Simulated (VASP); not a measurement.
## Al: single point with PBEsol+D3(BJ)

Al:

```xyz
1
Lattice="0.0347 1.9813 1.9813 1.9813 0.0347 1.9813 2.0159 2.0159 0.0000" Properties=species:S:1:pos:R:3 pbc="T T T"
Al    0.0000    0.0000    0.0000
```

This cell differs from its parent crystal: strain +0.0350 x Voigt [0, 0, 0, 0, 0, 1].

```json
{"Program": "VASP 6.6.1", "Task": "single point", "Functional": "PBEsol", "Dispersion": "D3(BJ)", "Potentials or basis": "VASP PAW PBE potentials, release 64 (Al)", "Cutoff": "520 eV", "k mesh": "26 × 26 × 26", "Occupations": "gaussian, width 0.15 eV", "Spin": "no spin polarisation", "Dipole correction": "no", "Further INCAR settings": "ALGO = Fast; EDIFF = 1e-06; NBANDS = 8"}
```

| Quantity | Value |
| --- | --- |
| Pressure | 0.2 GPa |
| Band gap on the k mesh | zero (an odd number of electrons rules out a gap without spin polarisation) |
| Dispersion energy per atom | -0.337 eV |

Stress tensor (GPa, compression positive):
```
 0.31 -1.75  0.00
-1.75  0.31  0.00
 0.00  0.00  0.09
```

Levels at points of the mesh, in eV from the Fermi level:
```
           k point  band 1  band 2  band 3  band 4  band 5
(0.00, 0.00, 0.00)  -11.56   12.35   12.88   13.50   14.24
(0.50, 0.00, 0.00)   -4.74   -4.25   11.21   11.59   11.81
(0.50, 0.50, 0.00)   -3.07   -1.64    5.19    5.22    6.54
(0.00, 0.00, 0.50)   -4.94   -4.68   11.59   12.14   12.23
(0.50, 0.00, 0.50)   -3.07   -1.63    5.26    5.87    5.87
```

Run time: 11 min on 1 thread of AMD EPYC 7571 (shared host), peak memory 0.34 GiB.

Caveat: the cell differs from its parent crystal (strain +0.0350 x Voigt [0, 0, 0, 0, 0, 1]); the PAW data sets were made with another functional, which shifts forces and pressure a little.
